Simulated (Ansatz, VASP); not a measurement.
## One calculation of LaHg, two programs

```
La Hg
1.0
     3.86400    0.00000    0.00000
     0.00000    3.86400    0.00000
     0.00000    0.00000    3.86400
La Hg
1 1
Direct
  0.50000 0.50000 0.50000
  0.00000 0.00000 0.00000
```

Change from the starting cell: volume scaled by 1, PAW files.

Alike in both runs: task electric field gradients; functional LDA; k mesh 9 × 9 × 9; occupations fermi-dirac, width 0.05 eV; no spin polarisation.

```csv
,VASP,Ansatz
version,VASP 6.6.1,Ansatz 0.2.0
potentials or method,"VASP PAW LDA potentials, release 64 (La, Hg)","PAW with Ansatz's default frozen-core files, scalar-relativistic"
plane-wave cutoff (eV),520,420
valence electrons in the cell,23,31
```

```csv
,VASP,Ansatz,Ansatz less VASP
pressure (GPa),-2.8,-2.9,-0.15
```

LDA's correlation is that of Perdew and Zunger in VASP and of Perdew and Wang (1992) in Ansatz. VASP's potentials hold 23 valence electrons a cell and Ansatz's 31, so a difference there can come from the potentials and not from the codes.

Neither program's run includes spin-orbit coupling.
